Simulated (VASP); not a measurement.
Write the native input for VASP 6.6.1 that does the following.

| Item | Value |
| --- | --- |
| Task | single point |
| Functional | PBE |
| Potentials or basis | VASP PAW PBE potentials, release 64 (Ba_sv, H) |
| Cutoff | 520 eV |
| k mesh | 6 × 6 × 6 |
| Occupations | gaussian, width 0.1 eV |
| Spin | no spin polarisation |
| Dipole correction | no |
| Further INCAR settings | ALGO = Normal; EDIFF = 1e-07; NBANDS = 15 |

The structure of BaH4 lies in POSCAR:

```
BaH4
1.0
   -2.0034148400      2.0034148400      5.0534079200
    2.0034148400     -2.0034148400      5.0534079200
    2.0034148400      2.0034148400     -5.0534079200
Ba H
1 4
Direct
    0.0000000000      0.0000000000      0.0000000000
    0.2500000000      0.7500000000      0.5000000000
    0.7500000000      0.2500000000      0.5000000000
    0.3829601400      0.3829601400      0.0000000000
    0.6170398600      0.6170398600      0.0000000000
```

The cell was generated, and may not be a known phase.

One way to write it, as run:

INCAR

```
PREC = Accurate
ENCUT = 520
EDIFF = 1E-7
ISMEAR = 0
SIGMA = 0.1
LREAL = False
LASPH = True
NELM = 80
ALGO = Normal
ISIF = 2
LWAVE = False
LCHARG = False
GGA = PE
NBANDS = 15
```

KPOINTS

```
regular mesh
0
Gamma
  6 6 6
```

Potentials or basis: VASP PAW PBE potentials, release 64 (Ba_sv, H).

The run is started by

```console
$ cat potpaw_PBE.64/Ba_sv/POTCAR potpaw_PBE.64/H/POTCAR > POTCAR
$ mpirun -np 1 vasp_std > vasp.out
```

It gave:

```
Pressure               : -7.8 GPa
Largest force          : 0.353 eV/Å
Band gap on the k mesh : zero (bands 7 and 8 overlap by 1.34 eV)
```

Caveat: the stress differs along the axes, from -16 to -4 GPa; spin-orbit coupling is left out, which moves the levels of the heavy elements.

It took 2.1 min on 1 thread of Oxide Virtual Turin-like Processor (shared host), peak memory 0.29 GiB.
